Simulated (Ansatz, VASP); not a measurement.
AlCu in VASP and in Ansatz

```
Al Cu
1.0
     2.92257    0.00000    0.00000
     0.00000    2.92257    0.00000
     0.00000    0.00000    2.99751
Al Cu
1 1
Direct
  0.00000 0.00000 0.00000
  0.50000 0.50000 0.50000
```

Change from the starting cell: strain -0.025 along x and y, +0.000 along z, atoms carried along.

Alike in both runs: task single point; functional r2SCAN; k mesh 16 × 16 × 16; occupations gaussian, width 0.15 eV; no spin polarisation.

|  | VASP | Ansatz |
| --- | --- | --- |
| version | VASP 6.6.1 | Ansatz 0.2.0 |
| potentials or method | VASP PAW PBE potentials, release 64 (Al, Cu), cutoff 520 eV | scalar-relativistic, plane waves, PAW |
| valence electrons in the cell | 14 | 22 |

```csv
,VASP,Ansatz,Ansatz less VASP
gap on the k mesh at the Fermi level (eV),none,none,-
pressure (GPa),1.4,1.4,-0.01
"traceless stress, the component that is largest in VASP (GPa)",0.02,0.08,+0.054
```

VASP's potentials were made for PBE, not for r2SCAN. A gap of «none» marks a metal or a gap that the smearing closes. VASP's potentials hold 14 valence electrons a cell and Ansatz's 22, so a difference there can come from the potentials and not from the codes.
